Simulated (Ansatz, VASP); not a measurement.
# SnS2 in VASP and in Ansatz

```
Sn S
1.0
     3.60500    0.00000    0.00000
    -1.80250    3.12202    0.00000
     0.00000    0.00000    5.35080
Sn S
1 2
Direct
  0.00000 0.00000 0.00000
  0.66667 0.33333 0.72870
  0.33333 0.66667 0.27130
```

Change from the starting cell: z stretched by -2 %, ions relaxed.

Alike in both runs: task relaxation of the atoms; functional PBE; k mesh 14 × 14 × 8; occupations fermi-dirac, width 0.02 eV; no spin polarisation.

|  | VASP | Ansatz |
| --- | --- | --- |
| version | VASP 6.6.1 | Ansatz 0.2.0 |
| potentials or method | VASP PAW PBE potentials, release 64 (Sn_d, S) | plane-wave PAW, scalar-relativistic |
| plane-wave cutoff (eV) | 450 | 420 |
| valence electrons in the cell | 26 | 26 |

Ansatz gave:

* gap on the k mesh at the Fermi level, each at its own relaxed structure (eV): 0.85

Estimate VASP's values.

gap on the k mesh at the Fermi level, each at its own relaxed structure (eV): 0.87.

Ansatz's warnings: stress scf threshold loose.
